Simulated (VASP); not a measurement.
A run of VASP 6.6.1 is set up as follows.

File INCAR:

```
ALGO = Normal
EDIFF = 1E-7
ENCUT = 520
GGA = PE
ISIF = 2
ISMEAR = -1
ISPIN = 2
LASPH = True
LCHARG = False
LMAXMIX = 4
LORBIT = 11
LREAL = False
LWAVE = False
MAGMOM = 8 8 0 0 0 0
NBANDS = 40
NELM = 150
NUPDOWN = 16.0
PREC = Accurate
SIGMA = 0.05
```

Contents of KPOINTS:

```
k-points
0
Gamma
  5 5 7
```

The input POSCAR:

```
MnF2
1.0
    4.8738000000      0.0000000000      0.0000000000
    0.0000000000      4.8738000000      0.0000000000
    0.0000000000      0.0000000000      3.3107000000
Mn F
2 4
Direct
    0.5000000000      0.5000000000      0.5000000000
    0.0000000000      0.0000000000      0.0000000000
    0.8053000000      0.1947000000      0.5000000000
    0.6947000000      0.6947000000      0.0000000000
    0.1947000000      0.8053000000      0.5000000000
    0.3053000000      0.3053000000      0.0000000000
```

Potentials or basis: VASP PAW PBE potentials, release 64 (Mn_pv, F).

The run is started by

```console
$ cat potpaw_PBE.64/Mn_pv/POTCAR potpaw_PBE.64/F/POTCAR > POTCAR
$ mpirun -np 1 vasp_std > vasp.out
```

(1) Estimate the largest force.

(2) Estimate the pressure.

## Answers

(1) 0.464 eV/Å.

(2) 53.0 GPa.

Caveat: the cell stands under pressure; the total moment is fixed, so each spin has its own Fermi level; only a ferromagnetic start was run, and an antiferromagnetic order may lie lower in energy.
